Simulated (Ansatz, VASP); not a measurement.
## Mg: VASP beside Ansatz

```xyz
2
Lattice="3.2093 0.0000 0.0000 -1.6046 2.7793 0.0000 0.0000 0.0000 5.2103" Properties=species:S:1:pos:R:3 pbc="T T T"
Mg    0.0000    1.8529    1.3026
Mg    1.6047    0.9264    3.9077
```

Alike in both runs: task single point; functional PBE; k mesh 8 × 8 × 5; no spin polarisation.

|  | VASP | Ansatz |
| --- | --- | --- |
| version | VASP 6.6.1 | Ansatz 0.2.0 |
| potentials or method | VASP PAW PBE potentials, release 64 (Mg) | plane waves, PAW |
| plane-wave cutoff (eV) | 600 | 420 |
| occupations | methfessel-paxton of order 1, width 0.05 eV | cold, width 0.05 eV |
| valence electrons in the cell | 4 | 20 |

Ansatz gave:

| Quantity | Value |
| --- | --- |
| pressure (GPa) | -0.4 |
| traceless stress, the component that is largest in VASP (GPa) | 0.29 |

Question: Estimate VASP's values.

Answer: Pressure (GPa): -0.5; traceless stress, the component that is largest in VASP (GPa): 0.28.

VASP's potentials hold 4 valence electrons a cell and Ansatz's 20, so a difference there can come from the potentials and not from the codes. Ansatz's warnings: structure snapped to symmetry.
